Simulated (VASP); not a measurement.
## LiH: single point with r2SCAN

The system is LiH.

```xyz
2
Lattice="0.0256 2.0030 2.0030 2.0030 0.0256 2.0030 2.0286 2.0286 0.0000" Properties=species:S:1:pos:R:3 pbc="T T T"
Li    0.0000    0.0000    0.0000
H     2.0286    2.0286    2.0030
```

This cell differs from its parent crystal: shear xy strain +2.6%.

```yaml
Program: VASP 6.6.1
Task: single point
Functional: r2SCAN
Potentials_or_basis: VASP PAW PBE potentials, release 64 (Li_sv, H)
Cutoff: 520 eV
k_mesh: 10 × 10 × 10
Occupations: gaussian, width 0.01 eV
Spin: no spin polarisation
Dipole_correction: no
Further_INCAR_settings: ALGO = Normal; EDIFF = 1e-06; NBANDS = 9
```

```
Band gap on the k mesh : 3.58 eV, indirect (the least direct gap lies 2.8 meV higher)
```

Levels at points of the mesh, in eV from the valence-band top:
| k point | band 1 | band 2 | band 3 | band 4 | band 5 | band 6 |
| --- | --- | --- | --- | --- | --- | --- |
| (0.00, 0.00, 0.00) | -45.73 | -5.46 | 17.64 | 19.00 | 19.38 | 19.83 |
| (0.50, 0.00, 0.00) | -45.69 | -2.55 | 5.77 | 14.76 | 17.89 | 18.11 |
| (0.50, 0.50, 0.00) | -45.67 | -0.01 | 3.58 | 11.31 | 12.20 | 15.03 |
| (0.00, 0.00, 0.50) | -45.69 | -2.74 | 5.58 | 15.11 | 18.26 | 18.47 |
| (0.50, 0.00, 0.50) | -45.67 | 0.00 | 3.58 | 11.75 | 11.75 | 15.05 |

Run time: 35 s on 1 thread of Intel(R) Xeon(R) 6975P-C (Granite Rapids) (shared host), peak memory 0.14 GiB.

Caveat: the cell differs from its parent crystal (shear xy strain +2.6%). A k mesh can miss the band edges.
